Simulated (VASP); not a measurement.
# InSe in VASP: notebook, part 2 of 2

VASP 6.6.1. Earlier steps stand in the parts before.

## (3) Relaxation of the atoms, PBE+D3(BJ)

Input file INCAR:

```
PREC = Accurate
ENCUT = 520
EDIFF = 1E-7
ISMEAR = 0
SIGMA = 0.05
LREAL = False
LASPH = True
NELM = 60
ALGO = Normal
ISIF = 2
LWAVE = False
LCHARG = False
LDIPOL = True
IDIPOL = 3
DIPOL = 0.5 0.5 0.500
GGA = PE
IVDW = 12
IBRION = 2
NSW = 60
EDIFFG = -0.04
LUSENCCL = False
```

Input file KPOINTS:

```
Automatic mesh
0
Gamma
  9 9 1
```

Input file POSCAR:

```
InSe
1.0
    4.0318505824      0.0000000000      0.0000000000
   -2.0159252912      3.4916850287      0.0000000000
    0.0000000000      0.0000000000     23.3792889443
Se In
2 2
Direct
    0.3333333333      0.6666666667      0.3849561046
    0.3333333333      0.6666666667      0.6150438954
    0.0000000000      0.0000000000      0.4402649226
    0.0000000000      0.0000000000      0.5597350097
```

Potentials or basis: VASP PAW PBE potentials, release 64 (Se, In_d).

Command:

```bash
$ cat potpaw_PBE.64/Se/POTCAR potpaw_PBE.64/In_d/POTCAR > POTCAR
$ mpirun -np 1 vasp_std > vasp.out
```

OUTCAR:

```text
PREC = Accurate
   ENCUT = 520
   EDIFF = 1E-7
   ISMEAR = 0
   LREAL = False
   LASPH = True
   NELM = 60
   ISIF = 2
   GGA = PE
   IVDW = 12
   IBRION = 2
   NSW = 60
   EDIFFG = -0.04
 IVDW          = 12

 ion  position               nearest neighbor table
   1  0.333  0.667  0.385-   3 2.66   3 2.66   3 2.66
   2  0.333  0.667  0.615-   4 2.66   4 2.66   4 2.66
   3  0.000  0.000  0.440-   1 2.66   1 2.66   1 2.66   4 2.79
   4  0.000  0.000  0.560-   2 2.66   2 2.66   2 2.66   3 2.79

  LATTYP: Found a hexagonal cell.
 ALAT       =     4.0318505824
 C/A-ratio  =     5.7986496440

  Lattice vectors:

 A1 = (   4.0318505824,   0.0000000000,   0.0000000000)
 A2 = (  -2.0159252912,   3.4916850287,   0.0000000000)
 A3 = (   0.0000000000,   0.0000000000,  23.3792889443)

Analysis of symmetry for initial positions (statically):
=====================================================================
 Subroutine PRICEL returns:
 Original cell was already a primitive cell.

 Routine SETGRP: Setting up the symmetry group for a
 hexagonal supercell.

 Subroutine GETGRP returns: Found 12 space group operations
 (whereof 12 operations were pure point group operations)
 out of a pool of 24 trial point group operations.

The static configuration has the point symmetry D_3h.

Analysis of symmetry for dynamics (positions and initial velocities):
=====================================================================
 Subroutine PRICEL returns:
 Original cell was already a primitive cell.

 Routine SETGRP: Setting up the symmetry group for a
 hexagonal supercell.

 Subroutine GETGRP returns: Found 12 space group operations
 (whereof 12 operations were pure point group operations)
 out of a pool of 24 trial point group operations.

The dynamic configuration has the point symmetry D_3h.

 Subroutine INISYM returns: Found 12 space group operations
 (whereof 12 operations are pure point group operations),
 and found     1 'primitive' translations

[... 110 lines left out ...]
   GGA     = PE    functional components
   LHFCALC =     F    Hartree Fock is set to
   AEXX    =    0.0000 exact exchange contribution
   IVDW    =    12    specifies the selected vdW correction
   LEPSILON=     F    determine dielectric tensor
   LRPA    =     F    only Hartree local field effects (RPA)
 conjugate gradient relaxation of ions
 non-spin polarized calculation
 Gauss-broadening in eV      SIGMA  =   0.05
  energy-cutoff  :      520.00
  volume of cell :      329.13
 maximum number of plane-waves:      8929
 NGX is ok and might be reduce to    30
   NGX = 15   NGY = 15   NGZ = 87

 number of electron      38.0000010 magnetization

 dipolmoment           0.000000      0.000000      0.000009 electrons x Angstroem

 Free energy of the ion-electron system (eV)
  ---------------------------------------------------
  ext. energy  EPLUGINS =         0.00000000
  ---------------------------------------------------
  free energy    TOTEN  =       -14.20454834 eV

  energy without entropy =      -14.20454834  energy(sigma->0) =      -14.20454834

 E-fermi :  -2.4621     XC(G=0):  -3.6104

 val. band max:       -2.6802765807   @ k =   0.1111   0.1111   0.0000
 cond. band min:      -1.0766779148   @ k =   0.0000   0.0000   0.0000
 fundamental gap:      1.6035986659
 Fermi energy:        -2.4621358379

 k-point     1 :       0.0000    0.0000    0.0000
  band No.  band energies     occupation
      1     -16.6953      2.00000
      2     -16.5108      2.00000
      3     -16.5108      2.00000
      4     -16.4277      2.00000
      5     -16.4277      2.00000
      6     -16.4211      2.00000
[... 301 lines left out ...]
     22       1.3647      0.00000
     23       2.3765      0.00000

------------------------ aborting loop because EDIFF is reached ----------------------------------------

 vacuum level on the upper side and lower side of the slab       (xc-potential included)        -0.057        -0.057

 Edisp (eV)   -0.88498

 E8    (eV) :    -0.4265

  FORCE on cell =-STRESS in cart. coord.  units (eV):
  Direction    XX          YY          ZZ          XY          YZ          ZX
  --------------------------------------------------------------------------------------
  -------------------------------------------------------------------------------------
  Total      -0.05951    -0.05951     0.03016     0.00000    -0.00000     0.00000
  in kB      -0.28971    -0.28971     0.14681     0.00000    -0.00000     0.00000
  external pressure =       -0.14 kB  Pullay stress =        0.00 kB

 VOLUME and BASIS-vectors are now :
 -----------------------------------------------------------------------------
  energy-cutoff  :      520.00
  volume of cell :      329.13
      direct lattice vectors                 reciprocal lattice vectors
     4.031850582  0.000000000  0.000000000     0.248025064  0.143197338 -0.000000000
    -2.015925291  3.491685029  0.000000000     0.000000000  0.286394675  0.000000000
     0.000000000  0.000000000 23.379288944     0.000000000 -0.000000000  0.042772901

 POSITION                                       TOTAL-FORCE (eV/Angst)
 -----------------------------------------------------------------------------------
     -0.00000      2.32779      9.00000         0.000000     -0.000000     -0.011364
     -0.00000      2.32779     14.37929         0.000000      0.000000      0.011364
      0.00000      0.00000     10.29308        -0.000000      0.000000      0.001564
      0.00000      0.00000     13.08621        -0.000000     -0.000000     -0.001564
 -----------------------------------------------------------------------------------
    total drift:                               -0.000000      0.000000      0.001182

  FREE ENERGIE OF THE ION-ELECTRON SYSTEM (eV)
  ---------------------------------------------------
  free  energy   TOTEN  =       -15.0895241196 eV

  energy  without entropy=      -15.0895241196  energy(sigma->0) =      -15.08952412

 reached required accuracy - stopping structural energy minimisation

 vacuum level on the upper side and lower side of the slab         3.268         3.267
```

OSZICAR:

```text
N       E                     dE             d eps       ncg     rms          rms(c)
DAV:   1     0.311234478369E+03    0.31123E+03   -0.15662E+04   584   0.135E+03
DAV:   2     0.215725066476E+02   -0.28966E+03   -0.28657E+03   657   0.331E+02
DAV:   3    -0.133280026760E+02   -0.34901E+02   -0.34368E+02   709   0.140E+02
[... 16 lines left out ...]
DAV:  20    -0.142045458486E+02   -0.20002E-05   -0.49114E-08   444   0.105E-03    0.295E-04
DAV:  21    -0.142045476187E+02   -0.17700E-05   -0.61895E-08   454   0.687E-04    0.110E-04
DAV:  22    -0.142045481009E+02   -0.48224E-06   -0.10914E-08   486   0.312E-04    0.799E-05
DAV:  23    -0.142045483113E+02   -0.21036E-06   -0.67515E-09   430   0.221E-04    0.456E-05
DAV:  24    -0.142045483386E+02   -0.27356E-07   -0.10028E-09   416   0.142E-04
   1 F= -.15089524E+02 E0= -.15089524E+02  d E =-.150895E+02
```

CONTCAR:

```text
InSe
    1.000000000000000
     4.0318505823999997    0.0000000000000000    0.0000000000000000
    -2.0159252911999999    3.4916850287000001    0.0000000000000000
     0.0000000000000000    0.0000000000000000   23.3792889443000007
  Se              In
     2     2
Direct
     0.3333333332999970    0.6666666667000030    0.3849561046000005
     0.3333333332999970    0.6666666667000030    0.6150438953999995
     0.0000000000000000    0.0000000000000000    0.4402649226000008
     0.0000000000000000    0.0000000000000000    0.5597350096999989

  0.00000000E+00  0.00000000E+00  0.00000000E+00
  0.00000000E+00  0.00000000E+00  0.00000000E+00
  0.00000000E+00  0.00000000E+00  0.00000000E+00
  0.00000000E+00  0.00000000E+00  0.00000000E+00
```

Wall time 37 s (1 × NVIDIA H100 80GB with 1 thread of Intel Xeon Platinum 8481C at 2.70GHz (Sapphire Rapids), shared host); peak memory 1.4 GiB.

What came out:

```yaml
Free_energy: -15.0895 eV
Largest_force_after_relaxing: 0.011 eV/Å
Band_gap_on_the_k_mesh: 1.60 eV (least direct gap 1.67 eV)
Dispersion_energy_per_atom: -0.221 eV
```

Forces in eV/Å, atoms in the order of the input:
```
Se   0.000  0.000 -0.011
Se   0.000  0.000  0.011
In   0.000  0.000  0.002
In   0.000  0.000 -0.002
```

Final structure:
```xyz
4
Lattice="4.0319 0.0000 0.0000 -2.0159 3.4917 0.0000 0.0000 0.0000 23.3793" Properties=species:S:1:pos:R:3 pbc="T T T"
Se    0.0000    2.3278    9.0000
Se    0.0000    2.3278   14.3793
In    0.0000    0.0000   10.2931
In    0.0000    0.0000   13.0862
```

Levels at points of the mesh, in eV from the valence-band top:
```csv
k point,band 15,band 16,band 17,band 18,band 19,band 20,band 21,band 22,band 23
"(0.00, 0.00, 0.00)",-0.46,-0.46,-0.39,-0.39,-0.07,1.60,2.82,5.06,5.06
```

Caveat: the relaxation stopped at its first step, so nothing moved; spin-orbit coupling is left out, which moves the levels of the heavy elements.
